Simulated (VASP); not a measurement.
A run of VASP 6.6.1 is set up as follows.

File INCAR:

```
SYSTEM = Ba
PREC     = Accurate       ! precision mode
ENCUT    = 520            ! plane-wave cutoff, eV
EDIFF    = 1E-7           ! SCF threshold, eV
ISMEAR   = 0              ! smearing method
SIGMA    = 0.02           ! smearing width, eV
LREAL    = .False.        ! projectors in reciprocal space
LASPH    = .True.         ! aspherical terms in the spheres
NELM     = 80             ! most SCF steps
ALGO     = Normal         ! electronic algorithm
ISIF     = 2              ! what is computed and relaxed
LWAVE    = .False.        ! write WAVECAR
LCHARG   = .True.         ! write CHGCAR
LELF     = .True.         ! ELF
LVHAR    = .True.       
NBANDS   = 11             ! bands
```

File KPOINTS:

```
regular mesh
0
Gamma
  7 7 7
  0 0 0
```

The input POSCAR:

```
Ba
1.0
    4.3116136979      0.0000000000      0.0000000000
   -2.1558068490      3.7339669937      0.0000000000
    0.0000000000      0.0000000000      3.9134133000
Ba
1
Direct
    0.0000000000      0.0000000000      0.0000000000
```

Potentials or basis: VASP PAW LDA potentials, release 64 (Ba_sv).

Run with:

```bash
$ cat potpaw_LDA.64/Ba_sv/POTCAR > POTCAR
$ mpirun -np 1 vasp_std > vasp.out
```

(1) Predict the band gap on the k mesh.

(2) What does it give for the pressure?

Results:

(1) zero (bands 5 and 6 overlap by 0.19 eV).

(2) -1.4 GPa.

Caveat: spin-orbit coupling is left out, which moves the levels of the heavy elements.
